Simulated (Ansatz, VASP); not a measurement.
One calculation of Cu, two programs

```
Cu
1.0
     0.00000    1.80750    1.80750
     1.80750    0.00000    1.80750
     1.80750    1.80750    0.00000
Cu
1
Direct
  0.00300 0.00300 0.00300
```

Alike in both runs: task relaxation of cell and atoms; functional PBEsol; k mesh 26 × 26 × 26; occupations gaussian, width 0.1 eV; no spin polarisation.

|  | VASP | Ansatz |
| --- | --- | --- |
| version | VASP 6.6.1 | Ansatz 0.2.0 |
| potentials or method | VASP PAW PBE potentials, release 64 (Cu) | scalar-relativistic, plane waves, PAW |
| plane-wave cutoff (eV) | 600 | 420 |
| valence electrons in the cell | 11 | 19 |

Ansatz gave:

| Property | Result |
| --- | --- |
| relaxed volume (Å³/atom) | 11.31 |
| relaxed cell length with the largest relative difference (Å) | 2.520 |

Which values does VASP return?

Relaxed volume (Å³/atom): 11.36; relaxed cell length with the largest relative difference (Å): 2.524.

VASP's potentials were made for PBE, not for PBEsol. VASP's potentials hold 11 valence electrons a cell and Ansatz's 19, so a difference there can come from the potentials and not from the codes.
